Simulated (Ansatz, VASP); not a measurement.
**One calculation of AlIn3, two programs**

```
Al In
1.0
     0.00000    4.68114    0.00000
     4.68114    0.00000    0.00000
     2.34057    2.34057   -4.56502
Al In
1 3
Direct
  0.00000 0.00000 0.00000
  0.50000 0.50000 0.00000
  0.25000 0.75000 0.50000
  0.75000 0.25000 0.50000
```

Alike in both runs: functional PBE; k mesh 4 × 4 × 4; occupations gaussian, width 0.0895 eV; no spin polarisation.

Ansatz relaxed the structure, and its values are those at the end. VASP's run is a single point on that final structure, the one shown.

```csv
,VASP,Ansatz
version,VASP 6.6.1,Ansatz 0.2.0
potentials or method,"VASP PAW PBE potentials, release 64 (Al, In_d), cutoff 520 eV",PAW plane waves
valence electrons in the cell,42,42
```

|  | VASP | Ansatz | Ansatz less VASP |
| --- | --- | --- | --- |
| gap on the k mesh at the Fermi level (eV) | none | none | - |
| pressure (GPa) | 0.0 | 0.0 | +0.03 |

A gap of «none» marks a metal or a gap that the smearing closes. With one functional, cell and mesh, what is left measures potentials, basis and numerics.

The k mesh is coarse, so the values compare programs but aren't converged.
